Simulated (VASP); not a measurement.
A run of VASP 6.6.1:

File INCAR:

```
PREC = Accurate
ENCUT = 520
EDIFF = 1E-7
ISMEAR = 1
SIGMA = 0.1
LREAL = False
LASPH = True
NELM = 100
ALGO = Normal
ISIF = 2
LWAVE = False
LCHARG = True
GGA = PS
LELF = True
LVHAR = True
NBANDS = 18
```

File KPOINTS:

```
regular mesh
0
Gamma
  9 9 6
```

File POSCAR:

```
YSc
1.0
    3.6116393386      0.0000000000      0.0000000000
   -1.8058196642      3.1277714121      0.0000000000
    0.0000000000      0.0000000000      5.5445452495
Y Sc
1 1
Direct
    0.0000000000      0.0000000000      0.0000000000
    0.3333333333      0.6666666667      0.5000000000
```

Potentials or basis: VASP PAW PBE potentials, release 64 (Y_sv, Sc_sv).

Run with:

```console
$ cat potpaw_PBE.64/Y_sv/POTCAR potpaw_PBE.64/Sc_sv/POTCAR > POTCAR
$ mpirun -np 1 vasp_std > vasp.out
```

Hardware: 1 thread of Intel(R) Xeon(R) Platinum 8375C CPU @ 2.90GHz (Ice Lake), on a shared host.

Problem. How long does it take, and how much memory?

Solution. It took 48 s on 1 thread of Intel(R) Xeon(R) Platinum 8375C CPU @ 2.90GHz (Ice Lake), with other jobs on the host, peak memory 0.22 GiB. Counts: scf iterations 14, k points 48.
